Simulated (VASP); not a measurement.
# Ni (Pm-3m) in VASP: a series of runs

The runs below take Ni through single point, relaxation of cell and atoms, with RPBE.

Program: VASP 6.6.1. These are calculated values, not measurements. Logs are shortened: lines on timing, memory, paths and dates and some standing lists are left out, and cuts for length are marked.

### Step 1. The cell of the first run

Symmetry: Pm-3m, No. 221, cubic system. The conventional cell has a = 2.355 Å, b = 2.355 Å, c = 2.355 Å, α = 90.00°, β = 90.00°, γ = 90.00°. Within 3.1 Å of Ni (site symmetry m-3m) lie 6 Ni at 2.36 Å.

### Step 2. Single point, RPBE, collinear spin, ferromagnetic start

INCAR

```
PREC = Accurate ; ENCUT = 520
EDIFF = 1E-6 ; ISMEAR = -1
SIGMA = 0.05 ; LREAL = F
LASPH = T ; NELM = 150
ALGO = Normal ; ISIF = 2
LWAVE = F ; LCHARG = F
ISPIN = 2 ; MAGMOM = 0.661
LORBIT = 11 ; LMAXMIX = 4
GGA = RP ; NBANDS = 15
```

KPOINTS

```
regular mesh
0
Gamma
  15 15 15
```

POSCAR

```
Ni
1.0
    2.3550855535      0.0000000000      0.0000000000
    0.0000000000      2.3550855535      0.0000000000
    0.0000000000      0.0000000000      2.3550855535
Ni
1
Direct
    0.0000000000      0.0000000000      0.0000000000
```

Potentials or basis: VASP PAW PBE potentials, release 64 (Ni).

The run is started by

```
cat potpaw_PBE.64/Ni/POTCAR > POTCAR
mpirun -np 1 vasp_std > vasp.out
```

OUTCAR:

```text
PREC = Accurate
   ENCUT = 520
   EDIFF = 1E-6
   ISMEAR = -1
   LREAL = F
   LASPH = T
   NELM = 150
   ISIF = 2
   ISPIN = 2
   LORBIT = 11
   GGA = RP

 ion  position               nearest neighbor table
   1  0.000  0.000  0.000-

  LATTYP: Found a simple cubic cell.
 ALAT       =     2.3550855535

  Lattice vectors:

 A1 = (   2.3550855535,   0.0000000000,   0.0000000000)
 A2 = (   0.0000000000,   2.3550855535,   0.0000000000)
 A3 = (   0.0000000000,   0.0000000000,   2.3550855535)

Analysis of symmetry for initial positions (statically):
=====================================================================
 Subroutine PRICEL returns:
 Original cell was already a primitive cell.

 Routine SETGRP: Setting up the symmetry group for a
 simple cubic supercell.

 Subroutine GETGRP returns: Found 48 space group operations
 (whereof 48 operations were pure point group operations)
 out of a pool of 48 trial point group operations.

The static configuration has the point symmetry O_h .

Analysis of symmetry for dynamics (positions and initial velocities):
=====================================================================
 Subroutine PRICEL returns:
 Original cell was already a primitive cell.

 Routine SETGRP: Setting up the symmetry group for a
 simple cubic supercell.

 Subroutine GETGRP returns: Found 48 space group operations
 (whereof 48 operations were pure point group operations)
 out of a pool of 48 trial point group operations.

The dynamic configuration has the point symmetry O_h .

Analysis of structural, dynamic, and magnetic symmetry:
=====================================================================
 Subroutine PRICEL returns:
 Original cell was already a primitive cell.

 Routine SETGRP: Setting up the symmetry group for a
 simple cubic supercell.

 Subroutine GETGRP returns: Found 48 space group operations
 (whereof 48 operations were pure point group operations)
 out of a pool of 48 trial point group operations.

The overall configuration has the point symmetry O_h .

 Subroutine INISYM returns: Found 48 space group operations
 (whereof 48 operations are pure point group operations),
 and found     1 'primitive' translations

----------------------------------------------------------------------------------------

                                     Primitive cell

  volume of cell :      13.0623

  direct lattice vectors                    reciprocal lattice vectors
     2.355085553  0.000000000  0.000000000     0.424613025  0.000000000  0.000000000
     0.000000000  2.355085553  0.000000000     0.000000000  0.424613025  0.000000000
     0.000000000  0.000000000  2.355085553     0.000000000  0.000000000  0.424613025

  length of vectors
     2.355085553  2.355085553  2.355085553     0.424613025  0.424613025  0.424613025

  position of ions in fractional coordinates (direct lattice)
     0.000000000  0.000000000  0.000000000

  ion indices of the primitive-cell ions
   primitive index   ion index
                 1           1

----------------------------------------------------------------------------------------

 KPOINTS: regular mesh

Automatic generation of k-mesh.
 Grid dimensions read from file:
 generate k-points for:   15   15   15

 Generating k-lattice:

  Cartesian coordinates                     Fractional coordinates (reciprocal lattice)
     0.028307535  0.000000000  0.000000000     0.066666667  0.000000000  0.000000000
     0.000000000  0.028307535  0.000000000     0.000000000  0.066666667  0.000000000
     0.000000000  0.000000000  0.028307535     0.000000000  0.000000000  0.066666667

  Length of vectors
     0.028307535  0.028307535  0.028307535

  Shift w.r.t. Gamma in fractional coordinates (k-lattice)
     0.000000000  0.000000000  0.000000000

 Subroutine IBZKPT returns following result:
 ===========================================

 Found    120 irreducible k-points:

 Following reciprocal coordinates:
            Coordinates               Weight
  0.000000  0.000000  0.000000      1.000000
  0.066667  0.000000  0.000000      6.000000
  0.133333  0.000000  0.000000      6.000000
  0.200000  0.000000  0.000000      6.000000
  0.266667  0.000000  0.000000      6.000000
  0.333333  0.000000  0.000000      6.000000
[... 16 lines left out ...]
  0.266667  0.200000  0.000000     24.000000
  0.333333  0.200000  0.000000     24.000000
 [... further k-points ...]
   k-points           NKPTS =    120   k-points in BZ     NKDIM =    120   number of bands    NBANDS=     15
   number of dos      NEDOS =    301   number of ions     NIONS =      1
   total plane-waves  NPLWV =   5832
   dimension x,y,z NGX =    18 NGY =   18 NGZ =   18
   dimension x,y,z NGXF=    36 NGYF=   36 NGZF=   36
   ions per type =               1
   NGX,Y,Z   is equivalent  to a cutoff of  12.71, 12.71, 12.71 a.u.
   NGXF,Y,Z  is equivalent  to a cutoff of  25.41, 25.41, 25.41 a.u.
 SYSTEM =  unknown system
   PREC   = accura    normal or accurate (medium, high low for compatibility)
   ISTART =      0    job   : 0-new  1-cont  2-samecut
   ICHARG =      2    charge: 1-file 2-atom 10-const
   ISPIN  =      2    spin polarized calculation?
   LNONCOLLINEAR =      F non collinear calculations
   LSORBIT =      F    spin-orbit coupling
   LASPH  =      T    aspherical Exc in radial PAW
   ENCUT  =  520.0 eV  38.22 Ry    6.18 a.u.   4.38  4.38  4.38*2*pi/ulx,y,z
   NELM   =    150;   NELMIN=  2; NELMDL= -5     # of ELM steps
   EDIFF  = 0.1E-05   stopping-criterion for ELM
   LREAL  =      F    real-space projection
   EDIFFG = 0.1E-04   stopping-criterion for IOM
   NSW    =      0    number of steps for IOM
   IBRION =     -1    ionic relax: 0-MD 1-quasi-New 2-CG
   NFREE  =      0    steps in history (QN), initial steepest desc. (CG)
   ISIF   =      2    stress and relaxation
   ISYM   =      2    0-nonsym 1-usesym 2-fastsym
   POTIM  = 0.5000    time-step for ionic-motion
   TEBEG  =    0.0;   TEEND  =   0.0 temperature during run
   PSTRESS=    0.0 pullay stress
   NELECT =      10.0000    total number of electrons
   NUPDOWN=      -1.0000    fix difference up-down
   EMIN   =  10.00;   EMAX   =-10.00  energy-range for DOS
   EFERMI =   0.00;   METHOD = LEGACY
   ISMEAR =    -1;   SIGMA  =   0.05  broadening in eV -4-tet -1-fermi 0-gaus
   EFERMI_NEDOS =   21; number of points for ismear=-14 and -15
   IALGO  =     38    algorithm
   IMIX   =      4    mixing-type and parameters
     AMIX     =   0.40;   BMIX     =  1.00
     AMIX_MAG =   1.60;   BMIX_MAG =  1.00
  volume/ion in A,a.u.               =      13.06        88.15
  Fermi-wavevector in a.u.,A,eV,Ry     =   1.497619  2.830090 30.516018  2.242864
  Thomas-Fermi vector in A             =   2.609484
   LORBIT       =     11    0 simple, 1 ext, 2 COOP (PROOUT), +10 PAW based schemes
   GGA     = RP    functional components
   LHFCALC =     F    Hartree Fock is set to
   AEXX    =    0.0000 exact exchange contribution
   IVDW    =     0    specifies the selected vdW correction
   LEPSILON=     F    determine dielectric tensor
   LRPA    =     F    only Hartree local field effects (RPA)
 spin polarized calculation
  energy-cutoff  :      520.00
  volume of cell :       13.06
 maximum number of plane-waves:       365
 NGX is ok and might be reduce to    18
   NGX =  9   NGY =  9   NGZ =  9

 number of electron      10.0000001 magnetization       0.6159167

 Free energy of the ion-electron system (eV)
  ---------------------------------------------------
  ext. energy  EPLUGINS =         0.00000000
  ---------------------------------------------------
  free energy    TOTEN  =        -4.28816493 eV

  energy without entropy =       -4.26989773  energy(sigma->0) =       -4.27903133

 E-fermi :   7.1952     XC(G=0): -11.9903

 val. band max:        7.1950756709   @ k =   0.3333   0.2000   0.0667
 cond. band min:       7.1960493505   @ k =   0.4667   0.2000   0.0667
 fundamental gap:      0.0009736796
 Fermi energy:         7.1952416357

 spin component 1

 k-point     1 :       0.0000    0.0000    0.0000
  band No.  band energies     occupation
      1      -0.5678      1.00000
      2       3.7147      1.00000
      3       3.7147      1.00000
      4       6.7287      0.99991
      5       6.7287      0.99991
      6       6.7287      0.99991
      7      26.1965      0.00000
      8      26.1965      0.00000
      9      26.1965      0.00000
     10      29.8602      0.00000
     11      29.8602      0.00000
     12      33.8677      0.00000
     13      48.0589      0.00000
     14      48.0589      0.00000
     15      48.0589      0.00000
[... 397 lines left out ...]
 k-point    24 :       0.3333    0.2000    0.0000
  band No.  band energies     occupation
      1       2.9532      1.00000
      2       4.2887      1.00000
      3       4.9818      1.00000
      4       6.0500      1.00000
      5       6.3509      1.00000
      6       6.4769      1.00000
      7      14.8963      0.00000
      8      22.2605      0.00000
      9      30.6566      0.00000
     10      31.4966      0.00000
     11      32.5771      0.00000
     12      40.2681      0.00000
     13      41.0037      0.00000
     14      42.8679      0.00000
     15      47.5413      0.00000

 [... further k-points ...]

 spin component 2

 k-point     1 :       0.0000    0.0000    0.0000
  band No.  band energies     occupation
      1      -0.5681      1.00000
      2       4.2387      1.00000
      3       4.2387      1.00000
      4       7.4822      0.00321
      5       7.4822      0.00321
      6       7.4822      0.00321
      7      26.2547      0.00000
      8      26.2547      0.00000
      9      26.2547      0.00000
     10      29.9349      0.00000
     11      29.9349      0.00000
     12      33.8592      0.00000
     13      48.0521      0.00000
     14      48.0521      0.00000
     15      48.0521      0.00000
[... 397 lines left out ...]
 k-point    24 :       0.3333    0.2000    0.0000
  band No.  band energies     occupation
      1       3.0805      1.00000
      2       4.8127      1.00000
      3       5.5115      1.00000
      4       6.7669      0.99981
      5       6.8895      0.99780
      6       7.2171      0.39248
      7      15.0660      0.00000
      8      22.3601      0.00000
      9      30.7291      0.00000
     10      31.5959      0.00000
     11      32.5474      0.00000
     12      40.2884      0.00000
     13      41.0729      0.00000
     14      42.8642      0.00000
     15      47.5966      0.00000

 [... further k-points ...]
[... 5 lines left out ...]
  --------------------------------------------------------------------------------------
  -------------------------------------------------------------------------------------
  Total        0.0132394      0.0132394      0.0132394     -0.0000000      0.0000000     -0.0000000
  in kB        1.6238952      1.6238952      1.6238952     -0.0000000      0.0000000     -0.0000000
  external PRESSURE =       1.6238952 kB  Pullay stress =       0.0000000 kB

 VOLUME and BASIS-vectors are now :
 -----------------------------------------------------------------------------
  energy-cutoff  :      520.00
  volume of cell :       13.06
      direct lattice vectors                 reciprocal lattice vectors
     2.355085553  0.000000000  0.000000000     0.424613025  0.000000000  0.000000000
     0.000000000  2.355085553  0.000000000     0.000000000  0.424613025  0.000000000
     0.000000000  0.000000000  2.355085553     0.000000000  0.000000000  0.424613025

 POSITION                                       TOTAL-FORCE (eV/Angst)
 -----------------------------------------------------------------------------------
      0.00000      0.00000      0.00000         0.000000      0.000000      0.000000
 -----------------------------------------------------------------------------------
    total drift:                                0.000000      0.000000      0.000000

  FREE ENERGIE OF THE ION-ELECTRON SYSTEM (eV)
  ---------------------------------------------------
  free  energy   TOTEN  =        -4.2881649261 eV

  energy  without entropy=       -4.2698977291  energy(sigma->0) =       -4.27903133

 total charge

# of ion       s       p       d       tot
------------------------------------------
    1        0.493   0.362   8.335   9.190

 magnetization (x)

# of ion       s       p       d       tot
------------------------------------------
    1       -0.001  -0.004   0.630   0.625
```

Run time: 55 s. Hardware: 1 thread of Intel Xeon 8259CL, shared host; peak memory 0.15 GiB.

Results:

```
Free energy                                           : -4.2882 eV
Pressure                                              : 0.2 GPa
Net moment                                            : 0.62 μB per cell
Site moments                                          : Ni +0.62 μB
Valence electrons inside the program's atomic spheres : Ni 9.19
```

Caveat: the PAW data sets were made with another functional, which shifts forces and pressure a little.

[end of part 1 of 2]
